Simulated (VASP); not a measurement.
# Be (P1) in VASP: relaxation of cell and atoms with PBE

Aim: the relaxation of cell and atoms of Be with PBE.

Program: VASP 6.6.1. These are calculated values, not measurements. Logs are shortened: lines on timing, memory, paths and dates and some standing lists are left out, and cuts for length are marked.

## 1. The cell of the first run

The typed cell holds 8 atoms: a = 2.294 Å, b = 3.868 Å, c = 7.327 Å, α = 89.32°, β = 91.61°, γ = 88.32°.

## 2. Relaxation of cell and atoms, PBE

INCAR

```
SYSTEM = Be
PREC = Accurate ; ENCUT = 600
EDIFF = 1E-6 ; ISMEAR = 0
SIGMA = 0.1 ; LREAL = .FALSE.
LASPH = .TRUE. ; NELM = 100
ALGO = Fast ; ISIF = 3
LWAVE = .FALSE. ; LCHARG = .FALSE.
GGA = PE ; IBRION = 2
NSW = 100 ; EDIFFG = -0.015
```

KPOINTS

```
Automatic mesh
0
G
  10 6 4
  0 0 0
```

POSCAR

```
Be
1.0
    1.1181514336     -2.0032867484      0.0324186590
   -3.3208938486     -1.9839106122     -0.0237112600
   -0.0894227851      0.0676463908     -7.3256758221
Be
8
Direct
    0.5490270855      0.5431552871      1.0004300426
   -0.0406771282     -0.0052426398      1.0040156705
    0.4421330349      0.4807700564      0.4980329563
    0.0202263489      0.0024891523      0.4977421317
    0.4030481478      0.8173647968      0.2125874089
    1.0163224263      0.2888240557      0.2692230429
    0.0040914937      0.7307528340      0.7830752444
    0.6058285911      0.1418864575      0.7348935027
```

Potentials or basis: VASP PAW PBE potentials, release 64 (Be).

Started as:

```console
$ cat potpaw_PBE.64/Be/POTCAR > POTCAR
$ mpirun -np 1 vasp_std > vasp.out
```

OUTCAR:

```text
SYSTEM = Be
   PREC = Accurate
   ENCUT = 600
   EDIFF = 1E-6
   ISMEAR = 0
   LREAL = .FALSE.
   LASPH = .TRUE.
   NELM = 100
   ISIF = 3
   GGA = PE
   IBRION = 2
   NSW = 100
   EDIFFG = -0.015

 ion  position               nearest neighbor table
   1  0.549  0.543  0.000-   5 1.92   2 2.01   7 2.06   7 2.11   2 2.18   2 2.30
   2  0.959  0.995  0.004-   5 1.92   7 1.93   1 2.01   5 2.14   8 2.17   1 2.18   6 2.27   1 2.30

   3  0.442  0.481  0.498-   6 2.07   4 2.11   8 2.18   4 2.21   4 2.24   6 2.28
   4  0.020  0.002  0.498-   6 2.00   8 2.07   3 2.11   3 2.21   3 2.24   8 2.25   7 2.33
   5  0.403  0.817  0.213-   2 1.92   1 1.92   6 2.06   2 2.14   6 2.29   6 2.37
   6  0.016  0.289  0.269-   4 2.00   5 2.06   3 2.07   2 2.27   3 2.28   5 2.29   5 2.37
   7  0.004  0.731  0.783-   8 1.84   2 1.93   1 2.06   1 2.11   8 2.17   4 2.33
   8  0.606  0.142  0.735-   7 1.84   4 2.07   7 2.17   2 2.17   3 2.18   4 2.25

  LATTYP: Found a triclinic cell.
 ALAT       =     3.8684363113
 B/A-ratio  =     2.7707203384
 C/A-ratio  =     0.5931191331
 COS(alpha) =     0.0019367546
 COS(beta)  =     0.0293278060
 COS(gamma) =     0.7299486033

  Lattice vectors:

 A1 = (  -3.3208938486,  -1.9839106122,  -0.0237112600)
 A2 = (  -6.7312104823,  -3.9001748336,  -7.3730983421)
 A3 = (   1.1181514336,  -2.0032867484,   0.0324186590)

Analysis of symmetry for initial positions (statically):
=====================================================================
 Subroutine PRICEL returns:
 Original cell was already a primitive cell.

 Routine SETGRP: Setting up the symmetry group for a
 triclinic supercell.

 Subroutine GETGRP returns: Found  1 space group operations
 (whereof  1 operations were pure point group operations)
 out of a pool of  2 trial point group operations.

The static configuration has the point symmetry C_1 .

Analysis of symmetry for dynamics (positions and initial velocities):
=====================================================================
 Subroutine PRICEL returns:
 Original cell was already a primitive cell.

 Routine SETGRP: Setting up the symmetry group for a
 triclinic supercell.

 Subroutine GETGRP returns: Found  1 space group operations
 (whereof  1 operations were pure point group operations)
 out of a pool of  2 trial point group operations.

The dynamic configuration has the point symmetry C_1 .

 Subroutine INISYM returns: Found  1 space group operations
 (whereof  1 operations are pure point group operations),
 and found     1 'primitive' translations

----------------------------------------------------------------------------------------

                                     Primitive cell

  volume of cell :      64.9707

  direct lattice vectors                    reciprocal lattice vectors
     1.118151434 -2.003286748  0.032418659     0.223717638 -0.374409912 -0.006188225
    -3.320893849 -1.983910612 -0.023711260    -0.225843925 -0.126030916  0.001593035
    -0.089422785  0.067646391 -7.325675822     0.001721025 -0.001248965 -0.136538718

  length of vectors
     2.294443591  3.868436311  7.326533882     0.436200250  0.258634507  0.136555276

  position of ions in fractional coordinates (direct lattice)
     0.549027086  0.543155287  0.000430043
     0.959322872  0.994757360  0.004015671
     0.442133035  0.480770056  0.498032956
     0.020226349  0.002489152  0.497742132
     0.403048148  0.817364797  0.212587409
     0.016322426  0.288824056  0.269223043
     0.004091494  0.730752834  0.783075244
     0.605828591  0.141886458  0.734893503

  ion indices of the primitive-cell ions
   primitive index   ion index
                 1           1
                 2           2
                 3           3
                 4           4
                 5           5
                 6           6
                 7           7
                 8           8

----------------------------------------------------------------------------------------

 KPOINTS: Automatic mesh

Automatic generation of k-mesh.
[... 28 lines left out ...]
  0.500000  0.000000  0.000000      1.000000
[... 16 lines left out ...]
 -0.400000  0.333333 -0.000000      2.000000
 -0.300000  0.333333 -0.000000      2.000000
 [... further k-points ...]
   k-points           NKPTS =    124   k-points in BZ     NKDIM =    124   number of bands    NBANDS=     13
   number of dos      NEDOS =    301   number of ions     NIONS =      8
   total plane-waves  NPLWV =  34560
   dimension x,y,z NGX =    18 NGY =   32 NGZ =   60
   dimension x,y,z NGXF=    36 NGYF=   64 NGZF=  120
   ions per type =               8
   NGX,Y,Z   is equivalent  to a cutoff of  13.04, 13.75, 13.61 a.u.
   NGXF,Y,Z  is equivalent  to a cutoff of  26.08, 27.50, 27.23 a.u.
 SYSTEM =  Be
   PREC   = accura    normal or accurate (medium, high low for compatibility)
   ISTART =      0    job   : 0-new  1-cont  2-samecut
   ICHARG =      2    charge: 1-file 2-atom 10-const
   ISPIN  =      1    spin polarized calculation?
   LNONCOLLINEAR =      F non collinear calculations
   LSORBIT =      F    spin-orbit coupling
   LASPH  =      T    aspherical Exc in radial PAW
   ENCUT  =  600.0 eV  44.10 Ry    6.64 a.u.   4.58  7.73 14.63*2*pi/ulx,y,z
   NELM   =    100;   NELMIN=  2; NELMDL= -5     # of ELM steps
   EDIFF  = 0.1E-05   stopping-criterion for ELM
   LREAL  =      F    real-space projection
   EDIFFG = -.1E-01   stopping-criterion for IOM
   NSW    =    100    number of steps for IOM
   IBRION =      2    ionic relax: 0-MD 1-quasi-New 2-CG
   NFREE  =      1    steps in history (QN), initial steepest desc. (CG)
   ISIF   =      3    stress and relaxation
   ISYM   =      2    0-nonsym 1-usesym 2-fastsym
   POTIM  = 0.5000    time-step for ionic-motion
   TEBEG  =    0.0;   TEEND  =   0.0 temperature during run
   PSTRESS=    0.0 pullay stress
   NELECT =      16.0000    total number of electrons
   NUPDOWN=      -1.0000    fix difference up-down
   EMIN   =  10.00;   EMAX   =-10.00  energy-range for DOS
   EFERMI =   0.00;   METHOD = LEGACY
   ISMEAR =     0;   SIGMA  =   0.10  broadening in eV -4-tet -1-fermi 0-gaus
   EFERMI_NEDOS =   21; number of points for ismear=-14 and -15
   IALGO  =     68    algorithm
   IMIX   =      4    mixing-type and parameters
     AMIX     =   0.40;   BMIX     =  1.00
     AMIX_MAG =   1.60;   BMIX_MAG =  1.00
  volume/ion in A,a.u.               =       8.12        54.81
  Fermi-wavevector in a.u.,A,eV,Ry     =   1.026146  1.939134 14.326592  1.052975
  Thomas-Fermi vector in A             =   2.160023
   LORBIT       =      0    0 simple, 1 ext, 2 COOP (PROOUT), +10 PAW based schemes
   GGA     = PE    functional components
   LHFCALC =     F    Hartree Fock is set to
   AEXX    =    0.0000 exact exchange contribution
   IVDW    =     0    specifies the selected vdW correction
   LEPSILON=     F    determine dielectric tensor
   LRPA    =     F    only Hartree local field effects (RPA)
 conjugate gradient relaxation of ions
 non-spin polarized calculation
 RMM-DIIS sequential band-by-band and
 Gauss-broadening in eV      SIGMA  =   0.10
  energy-cutoff  :      600.00
  volume of cell :       64.97
 maximum number of plane-waves:      2192
   NGX =  9   NGY = 15   NGZ = 29

--------------------------------------- Ionic step        1  -------------------------------------------

 number of electron      16.0000000 magnetization

 Free energy of the ion-electron system (eV)
  ---------------------------------------------------
  ext. energy  EPLUGINS =         0.00000000
  ---------------------------------------------------
  free energy    TOTEN  =       -27.71408478 eV

  energy without entropy =      -27.70999795  energy(sigma->0) =      -27.71204137

------------------------ aborting loop because EDIFF is reached ----------------------------------------

  FORCE on cell =-STRESS in cart. coord.  units (eV):
  Direction    XX          YY          ZZ          XY          YZ          ZX
  --------------------------------------------------------------------------------------
  -------------------------------------------------------------------------------------
  Total        7.4843958     -2.0783737      2.7001623      1.3500835      0.6315945     -1.1211251
  in kB      184.5652056    -51.2526974     66.5860034     33.2930609     15.5751198    -27.6469448
  external PRESSURE =      66.6328372 kB  Pullay stress =       0.0000000 kB
[... 107 lines left out ...]
  FREE ENERGIE OF THE ION-ELECTRON SYSTEM (eV)
  ---------------------------------------------------
  free  energy   TOTEN  =       -29.3469076358 eV

  energy  without entropy=      -29.3417918318  energy(sigma->0) =      -29.34434973

[... ionic steps 4 to 13 ...]

--------------------------------------- Ionic step       14  -------------------------------------------

 number of electron      16.0000000 magnetization

------------------------ aborting loop because EDIFF is reached ----------------------------------------
[... 79 lines left out ...]
--------------------------------------- Ionic step       16  -------------------------------------------

 number of electron      16.0000000 magnetization

 Free energy of the ion-electron system (eV)
  ---------------------------------------------------
  ext. energy  EPLUGINS =         0.00000000
  ---------------------------------------------------
  free energy    TOTEN  =       -29.85890599 eV

  energy without entropy =      -29.85534402  energy(sigma->0) =      -29.85712500

 E-fermi :   7.0374     XC(G=0): -10.6039

 val. band max:        6.9624209806   @ k =   0.5000   0.0000   0.2500
 cond. band min:       7.0561598237   @ k =  -0.3000  -0.0000   0.2500
 fundamental gap:      0.0937388431
 Fermi energy:         7.0374102210

 k-point     1 :       0.0000    0.0000    0.0000
  band No.  band energies     occupation
      1      -4.3304      2.00000
      2      -2.2025      2.00000
      3      -2.1732      2.00000
      4       2.1065      2.00000
      5       2.5072      2.00000
      6       3.1108      2.00000
      7       3.4576      2.00000
      8       4.4437      2.00000
      9       8.0028      0.00000
     10       8.3119      0.00000
     11       8.3273      0.00000
     12      11.3145      0.00000
     13      13.1697      0.00000
[... 354 lines left out ...]
  band No.  band energies     occupation
      1      -1.5866      2.00000
      2       0.5366      2.00000
      3       0.5652      2.00000
      4       0.8486      2.00000
      5       2.8457      2.00000
      6       2.8467      2.00000
      7       6.0505      2.00000
      8       7.0945      0.41931
      9       7.8827      0.00000
     10       8.8056      0.00000
     11      10.5834      0.00000
     12      10.6041      0.00000
     13      11.0069      0.00000

 [... further k-points ...]

------------------------ aborting loop because EDIFF is reached ----------------------------------------

  FORCE on cell =-STRESS in cart. coord.  units (eV):
  Direction    XX          YY          ZZ          XY          YZ          ZX
  --------------------------------------------------------------------------------------
  -------------------------------------------------------------------------------------
  Total       -0.0006177      0.0168262      0.0030520      0.0077176      0.0045026      0.0016230
  in kB       -0.0156303      0.4257835      0.0772292      0.1952918      0.1139363      0.0410700
  external PRESSURE =       0.1624608 kB  Pullay stress =       0.0000000 kB
[... 23 lines left out ...]
  FREE ENERGIE OF THE ION-ELECTRON SYSTEM (eV)
  ---------------------------------------------------
  free  energy   TOTEN  =       -29.8589059880 eV

  energy  without entropy=      -29.8553440208  energy(sigma->0) =      -29.85712500

 reached required accuracy - stopping structural energy minimisation
```

Wall time 8.2 min (1 thread of Intel Xeon Platinum 8488C (Sapphire Rapids), shared host); peak memory 0.25 GiB.

What came out:

```yaml
Free_energy: -29.8589 eV
Relaxed_volume: 7.91 Å³/atom
Relaxed_cell: a = 2.265 Å, b = 3.901 Å, c = 7.165 Å, α = 90.00°, β = 90.00°, γ = 90.02°
Space_group_after_relaxing_to_0.1_Å: P6_3/mmc (No. 194)
Energy_gained_by_relaxing: 268.1 meV/atom
Ionic_steps: 16
Pressure_after_relaxing: 0.0 GPa
Largest_force_after_relaxing: 0.010 eV/Å
Band_gap_on_the_k_mesh: zero (bands 8 and 9 overlap by 1.49 eV)
```

Forces in eV/Å, atoms in the order of the input:
```
Be  -0.001  0.000  0.003
Be  -0.004 -0.006 -0.001
Be   0.000 -0.003  0.002
Be   0.006  0.008  0.001
Be   0.007  0.002 -0.001
Be  -0.002 -0.003  0.001
Be  -0.006  0.000 -0.001
Be   0.000  0.003 -0.003
```

The path:
| step | energy change (eV) | largest force (eV/Å) | pressure (GPa) | volume (Å³) |
| --- | --- | --- | --- | --- |
| 1 | 0.0000 | 3.9499 | 6.66 | 64.97 |
| 2 | -1.5450 | 1.1561 | -6.41 | 68.14 |
| 3 | -1.6328 | 0.7453 | -8.72 | 69.25 |
| 4 | -1.9510 | 0.6466 | -2.40 | 64.81 |
| 5 | -1.9908 | 0.6711 | 1.37 | 62.81 |
| 6 | -2.0662 | 0.3775 | 0.98 | 62.89 |
| 7 | -2.0960 | 0.4117 | 0.77 | 62.97 |
| 8 | -2.1203 | 0.2701 | -0.28 | 63.48 |
| 9 | -2.1263 | 0.1848 | -1.05 | 63.89 |
| 10 | -2.1392 | 0.1168 | -0.05 | 63.36 |
| 11 | -2.1408 | 0.1159 | 0.45 | 63.11 |
| 12 | -2.1441 | 0.0425 | 0.00 | 63.32 |
| 13 | -2.1441 | 0.0472 | -0.03 | 63.33 |
| 14 | -2.1447 | 0.0248 | -0.04 | 63.34 |
| 15 | -2.1447 | 0.0214 | -0.04 | 63.35 |
| 16 | -2.1448 | 0.0099 | 0.02 | 63.32 |

Final structure:
```
CELL_PARAMETERS angstrom
1.13249 -1.96204 0.00047
-3.37910 -1.94884 0.00087
-0.00042 -0.00159 -7.16479
ATOMIC_POSITIONS crystal
Be 0.50001 0.49983 0.00005
Be 0.99979 0.99972 0.99996
Be 0.49991 0.50013 0.50002
Be 0.00021 0.00035 0.50001
Be 0.49960 0.83594 0.24999
Be 0.99960 0.33571 0.25002
Be 0.00044 0.66409 0.74999
Be 0.50044 0.16425 0.74996
```
